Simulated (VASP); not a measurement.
Here is a VASP 6.6.1 calculation.

POSCAR

```
Na2F
1.0
    3.3520685392      0.0000000000      0.0000000000
   -1.6760342696      2.9029765102      0.0000000000
    0.0000000000      0.0000000000      5.8388434143
Na F
2 1
Direct
    0.6666666667      0.3333333333      0.2328381641
    0.3333333333      0.6666666667      0.7671618359
    0.0000000000      0.0000000000      0.0000000000
```

INCAR.step1

```
ALGO = Normal ; EDIFF = 1E-7
ENCUT = 520 ; GGA = PE
ISIF = 2 ; ISMEAR = 0
IVDW = 12 ; LASPH = T
LCHARG = T ; LREAL = F
LWAVE = F ; NBANDS = 18
NELM = 80 ; PREC = Accurate
SIGMA = 0.1
```

KPOINTS.step1

```
k-points
0
Gamma
  18 18 8
```

Contents of INCAR.step2:

```
ALGO = Normal ; EDIFF = 1E-7
ENCUT = 520 ; GGA = PE
ICHARG = 11 ; ISIF = 2
ISMEAR = -5 ; IVDW = 12
LASPH = T ; LCHARG = F
LORBIT = 10 ; LREAL = F
LWAVE = F ; NEDOS = 2001
NELM = 80 ; PREC = Accurate
SIGMA = 0.1
```

File KPOINTS.step2:

```
k-points
0
Gamma
  27 27 12
```

Potentials or basis: VASP PAW PBE potentials, release 64 (Na_pv, F).

Command:

```bash
$ cat potpaw_PBE.64/Na_pv/POTCAR potpaw_PBE.64/F/POTCAR > POTCAR
$ cp INCAR.step1 INCAR
$ cp KPOINTS.step1 KPOINTS
$ mpirun -np 1 vasp_std > vasp.out
$ cp INCAR.step2 INCAR
$ cp KPOINTS.step2 KPOINTS
$ mpirun -np 1 vasp_std > vasp.out
```

**Question.** Estimate the dispersion energy per atom.

**Answer.** -0.165 eV.

Caveat: an odd number of electrons without spin polarisation forces a metal; a magnetic or distorted state may lie lower.
